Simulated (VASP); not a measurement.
# Ti4C3 in VASP: further runs, part 2 of 2

VASP 6.6.1.

### Step 4. Single point, PBE

INCAR reads:

```
PREC     = Accurate       # precision mode
ENCUT    = 520            # plane-wave cutoff, eV
EDIFF    = 1E-6           # SCF threshold, eV
ISMEAR   = 0              # smearing method
SIGMA    = 0.1            # smearing width, eV
LREAL    = False          # projectors in reciprocal space
LASPH    = True           # aspherical terms in the spheres
NELM     = 100            # most SCF steps
ALGO     = Normal         # electronic algorithm
ISIF     = 2              # what is computed and relaxed
LWAVE    = False          # write WAVECAR
LCHARG   = False          # write CHGCAR
GGA      = PE             # functional
NBANDS   = 39             # bands
```

KPOINTS reads:

```
Automatic mesh
0
Gamma
  10 10 10
```

POSCAR reads:

```
Ti4C3
1.0
    4.3102352000      0.0000000000      0.0000000000
    0.0000000000      4.3102352000      0.0000000000
    0.0000000000      0.0000000000      4.3102352000
Ti C
4 3
Direct
    0.5000000000      0.0000000000      0.0000000000
    0.0000000000      0.5000000000      0.0000000000
    0.0000000000      0.0000000000      0.5000000000
    0.5000000000      0.5000000000      0.5000000000
    0.0000000000      0.5000000000      0.5000000000
    0.5000000000      0.0000000000      0.5000000000
    0.5000000000      0.5000000000      0.0000000000
```

The run is started by

```
$ cat potpaw_PBE.64/Ti_sv/POTCAR potpaw_PBE.64/C/POTCAR > POTCAR
$ mpirun -np 1 vasp_std > vasp.out
```

Wall time 1.7 min (1 thread of AMD EPYC 9R45 (Zen 5), shared host); peak memory 0.23 GiB.

It converged, with:

```
Free energy            : -63.9115 eV
Pressure               : 0.2 GPa
Band gap on the k mesh : zero (band 30 reaches 9.62 eV, above the bottom of band 31 at 8.46 eV)
```

Levels at points of the mesh, in eV from the Fermi level:
| k point | band 26 | band 27 | band 28 | band 29 | band 30 | band 31 | band 32 | band 33 | band 34 | band 35 |
| --- | --- | --- | --- | --- | --- | --- | --- | --- | --- | --- |
| (0.00, 0.00, 0.00) | -1.76 | -0.24 | -0.24 | -0.24 | 0.55 | 0.55 | 0.55 | 0.81 | 0.81 | 0.81 |
| (0.50, 0.00, 0.00) | -2.54 | -1.72 | -0.82 | -0.66 | -0.61 | -0.61 | 0.99 | 0.99 | 1.38 | 2.02 |
| (0.50, 0.50, 0.00) | -2.89 | -2.83 | -2.79 | -0.88 | -0.50 | 0.51 | 0.51 | 1.92 | 1.94 | 2.02 |
| (0.50, 0.50, 0.50) | -3.17 | -3.13 | -3.13 | 0.03 | 0.03 | 0.03 | 0.08 | 2.69 | 2.69 | 2.70 |

### Step 5. Single point, PBE, collinear spin, ferromagnetic start

INCAR reads:

```
  PREC = Accurate
  ENCUT = 520
  EDIFF = 1E-7
  ISMEAR = 0
  SIGMA = 0.1
  LREAL = False
  LASPH = True
  NELM = 150
  ALGO = Normal
  ISIF = 2
  LWAVE = False
  LCHARG = False
  ISPIN = 2
  MAGMOM = 1 1 1 1 0 0 0
  LORBIT = 11
  LMAXMIX = 4
  GGA = PE
  NBANDS = 43
```

KPOINTS reads:

```
Automatic mesh
0
Gamma
  4 4 4
```

POSCAR is that of step 4.

Potentials or basis: VASP PAW PBE potentials, release 64 (Ti_sv, C).

The run is started by

```
$ cat potpaw_PBE.64/Ti_sv/POTCAR potpaw_PBE.64/C/POTCAR > POTCAR
$ mpirun -np 1 vasp_std > vasp.out
```

OUTCAR:

```text
PREC = Accurate
   ENCUT = 520
   EDIFF = 1E-7
   ISMEAR = 0
   LREAL = False
   LASPH = True
   NELM = 150
   ISIF = 2
   ISPIN = 2
   LORBIT = 11
   GGA = PE

 ion  position               nearest neighbor table
   1  0.500  0.000  0.000-   6 2.16   7 2.16   6 2.16   7 2.16
   2  0.000  0.500  0.000-   5 2.16   7 2.16   5 2.16   7 2.16
   3  0.000  0.000  0.500-   5 2.16   6 2.16   5 2.16   6 2.16
   4  0.500  0.500  0.500-   5 2.16   6 2.16   7 2.16   7 2.16   6 2.16   5 2.16
   5  0.000  0.500  0.500-   2 2.16   3 2.16   4 2.16   2 2.16   3 2.16   4 2.16
   6  0.500  0.000  0.500-   1 2.16   3 2.16   4 2.16   1 2.16   4 2.16   3 2.16
   7  0.500  0.500  0.000-   1 2.16   2 2.16   4 2.16   4 2.16   1 2.16   2 2.16

  LATTYP: Found a simple cubic cell.
 ALAT       =     4.3102352000

  Lattice vectors:

 A1 = (   4.3102352000,   0.0000000000,   0.0000000000)
 A2 = (   0.0000000000,   4.3102352000,   0.0000000000)
 A3 = (   0.0000000000,   0.0000000000,   4.3102352000)

Analysis of symmetry for initial positions (statically):
=====================================================================
 Subroutine PRICEL returns:
 Original cell was already a primitive cell.

[... 1101 lines left out ...]
  external PRESSURE =       0.6143429 kB  Pullay stress =       0.0000000 kB

 VOLUME and BASIS-vectors are now :
 -----------------------------------------------------------------------------
  energy-cutoff  :      520.00
  volume of cell :       80.08
      direct lattice vectors                 reciprocal lattice vectors
     4.310235200  0.000000000  0.000000000     0.232005901  0.000000000  0.000000000
     0.000000000  4.310235200  0.000000000     0.000000000  0.232005901  0.000000000
     0.000000000  0.000000000  4.310235200     0.000000000  0.000000000  0.232005901

 POSITION                                       TOTAL-FORCE (eV/Angst)
 -----------------------------------------------------------------------------------
      2.15512      0.00000      0.00000         0.000000      0.000000      0.000000
      0.00000      2.15512      0.00000         0.000000      0.000000      0.000000
      0.00000      0.00000      2.15512         0.000000      0.000000      0.000000
      2.15512      2.15512      2.15512         0.000000      0.000000      0.000000
      0.00000      2.15512      2.15512         0.000000      0.000000      0.000000
      2.15512      0.00000      2.15512         0.000000      0.000000      0.000000
      2.15512      2.15512      0.00000         0.000000      0.000000      0.000000
 -----------------------------------------------------------------------------------
    total drift:                                0.000000      0.000000     -0.000000

  FREE ENERGIE OF THE ION-ELECTRON SYSTEM (eV)
  ---------------------------------------------------
  free  energy   TOTEN  =       -63.9686211941 eV

  energy  without entropy=      -63.9636755097  energy(sigma->0) =      -63.96614835

 total charge

# of ion       s       p       d       tot
------------------------------------------
    1        2.200   6.213   1.903  10.317
    2        2.200   6.213   1.903  10.317
    3        2.200   6.213   1.903  10.317
    4        2.201   6.255   1.961  10.417
    5        0.897   1.507   0.000   2.404
    6        0.897   1.507   0.000   2.404
    7        0.897   1.507   0.000   2.404
--------------------------------------------------
tot         11.492  29.416   7.671  48.579

 magnetization (x)

# of ion       s       p       d       tot
------------------------------------------
    1       -0.000  -0.000  -0.000  -0.000
    2       -0.000  -0.000  -0.000  -0.000
    3       -0.000  -0.000  -0.000  -0.000
    4       -0.000   0.000  -0.000  -0.000
    5        0.000   0.000   0.000   0.000
    6        0.000   0.000   0.000   0.000
    7        0.000   0.000   0.000   0.000
--------------------------------------------------
tot         -0.000   0.000  -0.000  -0.000
```

stdout:

```text
POSCAR found type information on POSCAR TiC
 POSCAR found :  2 types and       7 ions
 scaLAPACK will be used
 LDA part: xc-table for (Slater+PW92), standard interpolation
 POSCAR, INCAR and KPOINTS ok, starting setup
 FFT: planning ... GRIDC
 FFT: planning ... GRID_SOFT
 FFT: planning ... GRID
 WAVECAR not read
 entering main loop
```

Run time: 51 s. Hardware: 1 thread of AMD EPYC 9R45 (Zen 5), shared host; peak memory 0.19 GiB.

Results:

```yaml
Free_energy: -63.9686 eV
Pressure: 0.1 GPa
Band_gap_on_the_k_mesh: zero (filled and empty bands overlap)
Net_moment: 0.00 μB per cell
Valence_electrons_inside_the_program's_atomic_spheres: Ti 10.32, 10.42; C 2.40
```

Caveat: the k points lie up to 0.36 Å⁻¹ apart.

### Step 6. Single point, PBE

INCAR reads:

```
PREC = Accurate ; ENCUT = 520
EDIFF = 1E-6 ; ISMEAR = 0
SIGMA = 0.2 ; LREAL = F
LASPH = T ; NELM = 100
ALGO = Normal ; ISIF = 2
LWAVE = F ; LCHARG = F
GGA = PE ; NBANDS = 39
```

KPOINTS reads:

```
Automatic mesh
0
Gamma
  6 6 6
```

POSCAR reads:

```
Ti4C3
1.0
    4.3103244503      0.0000748315      0.0003887100
    0.0000744869      4.3113833520     -0.0002420748
    0.0003844862     -0.0002381843      4.3103079223
Ti C
4 3
Direct
    0.4999684376     -0.0000165276      0.0000115981
    0.0000239253      0.4999880200      0.0000004989
   -0.0000014347      0.0000009313      0.5000075207
    0.4999836274      0.5000105813      0.5000002822
   -0.0000120473      0.5000055043      0.4999967553
    0.5000501379      0.0000149162      0.4999787282
    0.4999873538      0.4999965745      0.0000046164
```

Potentials or basis: VASP PAW PBE potentials, release 64 (Ti_sv, C).

The run is started by

```
$ cat potpaw_PBE.64/Ti_sv/POTCAR potpaw_PBE.64/C/POTCAR > POTCAR
$ mpirun -np 1 vasp_std > vasp.out
```

Wall time 3.4 min (1 thread of AMD EPYC 9R45 (Zen 5), shared host); peak memory 0.33 GiB.

The run converged. Its results:

- Free energy: -63.9409 eV
- Pressure: 0.1 GPa
- Band gap on the k mesh: zero (band 30 reaches 9.61 eV, above the bottom of band 31 at 8.46 eV)

Forces on the atoms (eV/Å):
```
Ti   0.001  0.001 -0.001
Ti  -0.002  0.000  0.000
Ti   0.000  0.000  0.000
Ti   0.002 -0.001  0.000
C    0.001  0.000  0.000
C   -0.003 -0.001  0.001
C    0.001  0.000  0.000
```

Stress tensor (GPa, compression positive):
```
 0.09  0.00 -0.02
 0.00  0.01  0.01
-0.02  0.01  0.10
```

Levels at points of the mesh, in eV from the Fermi level:
```csv
k point,band 26,band 27,band 28,band 29,band 30,band 31,band 32,band 33,band 34,band 35
"(0.00, 0.00, 0.00)",-1.75,-0.24,-0.24,-0.23,0.56,0.56,0.56,0.81,0.81,0.81
"(0.50, 0.00, 0.00)",-2.53,-1.71,-0.81,-0.65,-0.60,-0.60,1.00,1.00,1.39,2.03
"(0.00, 0.50, 0.00)",-2.53,-1.71,-0.81,-0.65,-0.60,-0.60,1.01,1.01,1.38,2.03
"(0.50, 0.50, 0.00)",-2.88,-2.82,-2.78,-0.87,-0.49,0.52,0.52,1.93,1.95,2.03
"(0.00, 0.00, 0.50)",-2.53,-1.71,-0.81,-0.65,-0.60,-0.60,1.00,1.00,1.39,2.03
"(0.50, 0.00, 0.50)",-2.89,-2.82,-2.78,-0.87,-0.50,0.52,0.52,1.93,1.95,2.03
"(0.00, 0.50, 0.50)",-2.88,-2.82,-2.78,-0.87,-0.49,0.52,0.52,1.93,1.95,2.03
"(0.50, 0.50, 0.50)",-3.16,-3.12,-3.12,0.03,0.04,0.04,0.08,2.70,2.70,2.70
```

### Step 7. Overview

```csv
spin,cell,k mesh,smearing,gap on the mesh (eV),pressure (GPa)
off,"a = 4.310 Å, 7 atoms",4 × 4 × 4,gaussian 0.1 eV,none,0.1
off,"a = 4.310 Å, 7 atoms",6 × 6 × 6,gaussian 0.2 eV,none,0.1
off,"a = 4.310 Å, 7 atoms",10 × 10 × 10,gaussian 0.1 eV,none,0.2
"collinear, ferromagnetic start","a = 4.310 Å, 7 atoms",4 × 4 × 4,gaussian 0.1 eV,none,0.1
off,"a = 4.310, b = 4.311 Å, 7 atoms",6 × 6 × 6,gaussian 0.2 eV,none,0.1
```

Alike in all rows: task single point; level PBE; potentials or basis VASP PAW PBE potentials, release 64 (Ti_sv, C); cutoff (eV) 520.

Caveats: some runs use coarse meshes.

Absolute energies hang on the potentials; compare differences alone.
